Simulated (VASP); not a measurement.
# Mg3BeTe4 (P1) in VASP: relaxation of cell and atoms with PBE

Aim: the relaxation of cell and atoms of Mg3BeTe4 with PBE.

All numbers are computed with VASP 6.6.1; they aren't measurements. Logs are shortened: lines on timing, memory, paths and dates and some standing lists are left out, and cuts for length are marked.

## 1. The cell of the first run

The typed cell holds 8 atoms: a = 6.331 Å, b = 6.464 Å, c = 6.330 Å, α = 88.95°, β = 89.44°, γ = 87.40°.

## 2. Relaxation of cell and atoms, PBE

File INCAR:

```
  ALGO = Normal
  EDIFF = 1E-6
  EDIFFG = -0.025
  ENCUT = 600
  GGA = PE
  IBRION = 2
  ISIF = 3
  ISMEAR = 0
  LASPH = T
  LCHARG = F
  LREAL = F
  LWAVE = F
  NELM = 100
  NSW = 80
  PREC = Accurate
  SIGMA = 0.1
```

File KPOINTS:

```
k-points
0
Gamma
  2 2 2
```

File POSCAR:

```
Mg3BeTe4
1.0
    6.3296991110      0.1447184915      0.0301172016
    0.1447184915      6.4619923794      0.0581568556
    0.0301172016      0.0581568556      6.3296579268
Mg Be Te
3 1 4
Direct
    0.4954883392      1.0074076162      0.5037980391
   -0.0139625009      0.5047613075      0.5052824529
    0.4949281001      0.4810210728      0.9943755866
    0.0072051449     -0.0018743255      0.0098971130
    0.2241589548      0.7744314047      0.7703623789
    0.7778265373      0.7687545250      0.2213949629
    0.7831203126      0.2268664508      0.7705121434
    0.2312351120      0.2386319485      0.2243773232
```

Potentials or basis: VASP PAW PBE potentials, release 64 (Mg, Be, Te).

On the command line:

```
$ cat potpaw_PBE.64/Mg/POTCAR potpaw_PBE.64/Be/POTCAR potpaw_PBE.64/Te/POTCAR > POTCAR
$ mpirun -np 1 vasp_std > vasp.out
```

OUTCAR:

```text
EDIFF = 1E-6
   EDIFFG = -0.025
   ENCUT = 600
   GGA = PE
   IBRION = 2
   ISIF = 3
   ISMEAR = 0
   LASPH = T
   LREAL = F
   NELM = 100
   NSW = 80
   PREC = Accurate

 ion  position               nearest neighbor table
   1  0.495  0.007  0.504-   8 2.81   5 2.86   6 2.93   7 2.93
   2  0.986  0.505  0.505-   6 2.76   7 2.78   8 2.89   5 2.92
   3  0.495  0.481  0.994-   8 2.73   7 2.79   5 2.86   6 3.03
   4  0.007  0.998  0.010-   5 2.48   6 2.49   7 2.50   8 2.57
   5  0.224  0.774  0.770-   4 2.48   1 2.86   3 2.86   2 2.92
   6  0.778  0.769  0.221-   4 2.49   2 2.76   1 2.93   3 3.03
   7  0.783  0.227  0.771-   4 2.50   2 2.78   3 2.79   1 2.93
   8  0.231  0.239  0.224-   4 2.57   3 2.73   1 2.81   2 2.89

  LATTYP: Found a triclinic cell.
 ALAT       =     6.4638743160
 B/A-ratio  =     0.9795092842
 C/A-ratio  =     0.9792883387
 COS(alpha) =     0.0097230840
 COS(beta)  =     0.0182880811
 COS(gamma) =     0.0452760318

  Lattice vectors:

 A1 = (  -0.1447184915,  -6.4619923794,  -0.0581568556)
 A2 = (  -6.3296991110,  -0.1447184915,  -0.0301172016)
 A3 = (  -0.0301172016,  -0.0581568556,  -6.3296579268)

Analysis of symmetry for initial positions (statically):
=====================================================================
 Subroutine PRICEL returns:
 Original cell was already a primitive cell.

 Routine SETGRP: Setting up the symmetry group for a
 triclinic supercell.

 Subroutine GETGRP returns: Found  1 space group operations
 (whereof  1 operations were pure point group operations)
 out of a pool of  2 trial point group operations.

The static configuration has the point symmetry C_1 .

Analysis of symmetry for dynamics (positions and initial velocities):
=====================================================================
 Subroutine PRICEL returns:
 Original cell was already a primitive cell.

 Routine SETGRP: Setting up the symmetry group for a
 triclinic supercell.

 Subroutine GETGRP returns: Found  1 space group operations
 (whereof  1 operations were pure point group operations)
 out of a pool of  2 trial point group operations.

The dynamic configuration has the point symmetry C_1 .

 Subroutine INISYM returns: Found  1 space group operations
 (whereof  1 operations are pure point group operations),
 and found     1 'primitive' translations

----------------------------------------------------------------------------------------

                                     Primitive cell

  volume of cell :     258.7393

  direct lattice vectors                    reciprocal lattice vectors
     6.329699111  0.144718491  0.030117202     0.158069606 -0.003533545 -0.000719646
     0.144718491  6.461992379  0.058156856    -0.003533545  0.154842821 -0.001405882
     0.030117202  0.058156856  6.329657927    -0.000719646 -0.001405882  0.158002762

  length of vectors
     6.331424905  6.463874316  6.329996741     0.158110734  0.154889515  0.158010655

  position of ions in fractional coordinates (direct lattice)
     0.495488339  0.007407616  0.503798039
     0.986037499  0.504761307  0.505282453
     0.494928100  0.481021073  0.994375587
     0.007205145  0.998125675  0.009897113
     0.224158955  0.774431405  0.770362379
     0.777826537  0.768754525  0.221394963
     0.783120313  0.226866451  0.770512143
     0.231235112  0.238631949  0.224377323

  ion indices of the primitive-cell ions
   primitive index   ion index
                 1           1
                 2           2
                 3           3
                 4           4
                 5           5
                 6           6
                 7           7
                 8           8

----------------------------------------------------------------------------------------

 KPOINTS: k-points

Automatic generation of k-mesh.
 Grid dimensions read from file:
 generate k-points for:    2    2    2

 Generating k-lattice:

  Cartesian coordinates                     Fractional coordinates (reciprocal lattice)
     0.079034803 -0.001766773 -0.000359823     0.500000000  0.000000000 -0.000000000
    -0.001766773  0.077421411 -0.000702941     0.000000000  0.500000000 -0.000000000
    -0.000359823 -0.000702941  0.079001381    -0.000000000 -0.000000000  0.500000000

  Length of vectors
     0.079055367  0.077444757  0.079005328

  Shift w.r.t. Gamma in fractional coordinates (k-lattice)
     0.000000000  0.000000000  0.000000000

 Subroutine IBZKPT returns following result:
 ===========================================

 Found      8 irreducible k-points:

 Following reciprocal coordinates:
            Coordinates               Weight
  0.000000  0.000000  0.000000      1.000000
  0.500000  0.000000 -0.000000      1.000000
  0.000000  0.500000  0.000000      1.000000
  0.500000  0.500000 -0.000000      1.000000
  0.000000 -0.000000  0.500000      1.000000
  0.500000  0.000000  0.500000      1.000000
  0.000000  0.500000  0.500000      1.000000
  0.500000  0.500000  0.500000      1.000000
   k-points           NKPTS =      8   k-points in BZ     NKDIM =      8   number of bands    NBANDS=     21
   number of dos      NEDOS =    301   number of ions     NIONS =      8
   total plane-waves  NPLWV = 157464
   dimension x,y,z NGX =    54 NGY =   54 NGZ =   54
   dimension x,y,z NGXF=   108 NGYF=  108 NGZF=  108
   ions per type =               3   1   4
   NGX,Y,Z   is equivalent  to a cutoff of  14.18, 13.89, 14.18 a.u.
   NGXF,Y,Z  is equivalent  to a cutoff of  28.36, 27.78, 28.36 a.u.
 SYSTEM =  unknown system
   PREC   = accura    normal or accurate (medium, high low for compatibility)
   ISTART =      0    job   : 0-new  1-cont  2-samecut
   ICHARG =      2    charge: 1-file 2-atom 10-const
   ISPIN  =      1    spin polarized calculation?
   LNONCOLLINEAR =      F non collinear calculations
   LSORBIT =      F    spin-orbit coupling
   LASPH  =      T    aspherical Exc in radial PAW
   ENCUT  =  600.0 eV  44.10 Ry    6.64 a.u.  12.65 12.91 12.64*2*pi/ulx,y,z
   NELM   =    100;   NELMIN=  2; NELMDL= -5     # of ELM steps
   EDIFF  = 0.1E-05   stopping-criterion for ELM
   LREAL  =      F    real-space projection
   EDIFFG = -.3E-01   stopping-criterion for IOM
   NSW    =     80    number of steps for IOM
   IBRION =      2    ionic relax: 0-MD 1-quasi-New 2-CG
   NFREE  =      1    steps in history (QN), initial steepest desc. (CG)
   ISIF   =      3    stress and relaxation
   ISYM   =      2    0-nonsym 1-usesym 2-fastsym
   POTIM  = 0.5000    time-step for ionic-motion
   TEBEG  =    0.0;   TEEND  =   0.0 temperature during run
   PSTRESS=    0.0 pullay stress
   NELECT =      32.0000    total number of electrons
   NUPDOWN=      -1.0000    fix difference up-down
   EMIN   =  10.00;   EMAX   =-10.00  energy-range for DOS
   EFERMI =   0.00;   METHOD = LEGACY
   ISMEAR =     0;   SIGMA  =   0.10  broadening in eV -4-tet -1-fermi 0-gaus
   EFERMI_NEDOS =   21; number of points for ismear=-14 and -15
   IALGO  =     38    algorithm
   IMIX   =      4    mixing-type and parameters
     AMIX     =   0.40;   BMIX     =  1.00
     AMIX_MAG =   1.60;   BMIX_MAG =  1.00
  volume/ion in A,a.u.               =      32.34       218.26
  Fermi-wavevector in a.u.,A,eV,Ry     =   0.815650  1.541356  9.051759  0.665285
  Thomas-Fermi vector in A             =   1.925777
   LORBIT       =      0    0 simple, 1 ext, 2 COOP (PROOUT), +10 PAW based schemes
   GGA     = PE    functional components
   LHFCALC =     F    Hartree Fock is set to
   AEXX    =    0.0000 exact exchange contribution
   IVDW    =     0    specifies the selected vdW correction
   LEPSILON=     F    determine dielectric tensor
   LRPA    =     F    only Hartree local field effects (RPA)
 conjugate gradient relaxation of ions
 non-spin polarized calculation
 Gauss-broadening in eV      SIGMA  =   0.10
  energy-cutoff  :      600.00
  volume of cell :      258.74
 maximum number of plane-waves:      8674
 NGX is ok and might be reduce to    54
   NGX = 25   NGY = 25   NGZ = 25

--------------------------------------- Ionic step        1  -------------------------------------------

 number of electron      31.9999999 magnetization

 Free energy of the ion-electron system (eV)
  ---------------------------------------------------
  ext. energy  EPLUGINS =         0.00000000
  ---------------------------------------------------
  free energy    TOTEN  =       -26.15993645 eV

  energy without entropy =      -26.15993645  energy(sigma->0) =      -26.15993645

------------------------ aborting loop because EDIFF is reached ----------------------------------------

  FORCE on cell =-STRESS in cart. coord.  units (eV):
  Direction    XX          YY          ZZ          XY          YZ          ZX
  --------------------------------------------------------------------------------------
  -------------------------------------------------------------------------------------
  Total       -1.3094638     -2.0273098     -1.3064417     -1.5423174     -1.5910500     -0.7905945
  in kB       -8.1085218    -12.5536008     -8.0898083     -9.5504083     -9.8521725     -4.8955554
  external PRESSURE =      -9.5839770 kB  Pullay stress =       0.0000000 kB
[... 107 lines left out ...]
  FREE ENERGIE OF THE ION-ELECTRON SYSTEM (eV)
  ---------------------------------------------------
  free  energy   TOTEN  =       -26.3193552490 eV

  energy  without entropy=      -26.3193552490  energy(sigma->0) =      -26.31935525

[... ionic steps 4 to 12 ...]

--------------------------------------- Ionic step       13  -------------------------------------------

 number of electron      31.9999999 magnetization

------------------------ aborting loop because EDIFF is reached ----------------------------------------

  FORCE on cell =-STRESS in cart. coord.  units (eV):
  Direction    XX          YY          ZZ          XY          YZ          ZX
  --------------------------------------------------------------------------------------
  -------------------------------------------------------------------------------------
  Total       -0.0188869      0.0163934     -0.0116388     -0.0152607     -0.0090575      0.0040272
  in kB       -0.1207286      0.1047896     -0.0743972     -0.0975489     -0.0578971      0.0257425
  external PRESSURE =      -0.0301121 kB  Pullay stress =       0.0000000 kB
[... 69 lines left out ...]
  energy  without entropy=      -26.3688467991  energy(sigma->0) =      -26.36884680

--------------------------------------- Ionic step       15  -------------------------------------------

 number of electron      31.9999999 magnetization

 Free energy of the ion-electron system (eV)
  ---------------------------------------------------
  ext. energy  EPLUGINS =         0.00000000
  ---------------------------------------------------
  free energy    TOTEN  =       -26.36895254 eV

  energy without entropy =      -26.36895254  energy(sigma->0) =      -26.36895254

 E-fermi :   2.8857     XC(G=0):  -8.0244

 val. band max:        2.4241430919   @ k =   0.0000   0.0000   0.0000
 cond. band min:       4.7446327127   @ k =   0.0000   0.0000   0.0000
 fundamental gap:      2.3204896208
 Fermi energy:         2.8857344933

 k-point     1 :       0.0000    0.0000    0.0000
  band No.  band energies     occupation
      1      -8.1606      2.00000
      2      -7.1590      2.00000
      3      -7.1587      2.00000
      4      -7.1584      2.00000
      5      -1.5449      2.00000
      6      -0.7861      2.00000
[... 216 lines left out ...]
  FREE ENERGIE OF THE ION-ELECTRON SYSTEM (eV)
  ---------------------------------------------------
  free  energy   TOTEN  =       -26.3689525418 eV

  energy  without entropy=      -26.3689525418  energy(sigma->0) =      -26.36895254

 reached required accuracy - stopping structural energy minimisation
```

It took 5.8 min on 1 thread of AMD EPYC 9R45 (Zen 5), shared host; peak memory 0.42 GiB.

Results:

```yaml
Free_energy: -26.3690 eV
Relaxed_volume: 31.32 Å³/atom
Relaxed_cell: a = 6.305 Å, b = 6.304 Å, c = 6.305 Å, α = 89.99°, β = 90.01°, γ = 90.00°
Space_group_after_relaxing_to_0.1_Å: P-43m (No. 215)
Energy_gained_by_relaxing: 26.1 meV/atom
Ionic_steps: 15
Pressure_after_relaxing: 0.0 GPa
Largest_force_after_relaxing: 0.009 eV/Å
Band_gap_on_the_k_mesh: 2.32 eV
```

Forces on the atoms (eV/Å):
```
Mg  -0.001  0.002 -0.001
Mg  -0.004 -0.007 -0.002
Mg  -0.002  0.003 -0.004
Be   0.000 -0.001  0.000
Te  -0.003  0.001  0.002
Te   0.004  0.002  0.000
Te   0.002 -0.001  0.005
Te   0.003  0.002 -0.001
```

Step by step:
```csv
step,energy change (eV),largest force (eV/Å),pressure (GPa),volume (Å³)
1,0.0000,0.6331,-0.96,258.74
2,-0.1356,0.4340,-0.11,251.51
3,-0.1594,0.2937,0.52,247.38
4,-0.1869,0.1603,0.08,250.03
5,-0.1942,0.1251,-0.27,252.35
6,-0.2010,0.0757,-0.02,250.65
7,-0.2013,0.0867,0.04,250.27
8,-0.2033,0.0572,0.03,250.37
9,-0.2054,0.0692,0.00,250.61
10,-0.2065,0.0441,0.00,250.60
11,-0.2073,0.0401,0.00,250.60
12,-0.2080,0.0293,0.00,250.61
13,-0.2088,0.0371,0.00,250.65
14,-0.2089,0.0255,0.00,250.63
15,-0.2090,0.0088,0.01,250.59
```

Final structure:
```yaml
crystal:
  lattice:
    - [6.30452, 0.00076, -0.00138]
    - [-0.00053, 6.30447, -0.00080]
    - [0.00025, 0.00181, 6.30463]
  atoms:
    - { symbol: Mg, position: [0.49999, 0.99985, 0.49988] }
    - { symbol: Mg, position: [0.00037, 0.50087, 0.50015] }
    - { symbol: Mg, position: [0.50004, 0.49920, 0.00032] }
    - { symbol: Be, position: [0.99979, 0.00009, 0.99979] }
    - { symbol: Te, position: [0.23033, 0.77017, 0.77052] }
    - { symbol: Te, position: [0.76986, 0.77006, 0.22962] }
    - { symbol: Te, position: [0.77022, 0.23002, 0.76958] }
    - { symbol: Te, position: [0.22939, 0.22974, 0.23014] }
```

Levels at points of the mesh, in eV from the valence-band top:
| k point | band 12 | band 13 | band 14 | band 15 | band 16 | band 17 | band 18 | band 19 | band 20 | band 21 |
| --- | --- | --- | --- | --- | --- | --- | --- | --- | --- | --- |
| (0.00, 0.00, 0.00) | -1.24 | -1.24 | 0.00 | 0.00 | 0.00 | 2.32 | 2.67 | 2.67 | 2.67 | 3.29 |
| (0.50, 0.00, 0.00) | -1.98 | -0.95 | -0.95 | -0.54 | -0.54 | 3.29 | 3.71 | 3.92 | 4.34 | 4.55 |
| (0.00, 0.50, 0.00) | -1.98 | -0.95 | -0.95 | -0.54 | -0.54 | 3.29 | 3.71 | 3.92 | 4.34 | 4.55 |
| (0.50, 0.50, 0.00) | -1.41 | -0.70 | -0.70 | -0.58 | -0.25 | 3.43 | 3.74 | 4.45 | 4.45 | 5.04 |
| (0.00, 0.00, 0.50) | -1.98 | -0.95 | -0.95 | -0.54 | -0.54 | 3.29 | 3.71 | 3.92 | 4.34 | 4.55 |
| (0.50, 0.00, 0.50) | -1.41 | -0.70 | -0.70 | -0.58 | -0.25 | 3.43 | 3.74 | 4.45 | 4.45 | 5.04 |
| (0.00, 0.50, 0.50) | -1.41 | -0.70 | -0.70 | -0.58 | -0.25 | 3.43 | 3.74 | 4.45 | 4.45 | 5.04 |
| (0.50, 0.50, 0.50) | -0.39 | -0.39 | -0.39 | -0.39 | -0.39 | 2.49 | 3.11 | 3.11 | 3.11 | 4.80 |

Caveat: the k points lie up to 0.50 Å⁻¹ apart in the final cell; spin-orbit coupling is left out, which moves the levels of the heavy elements. A k mesh can miss the band edges.
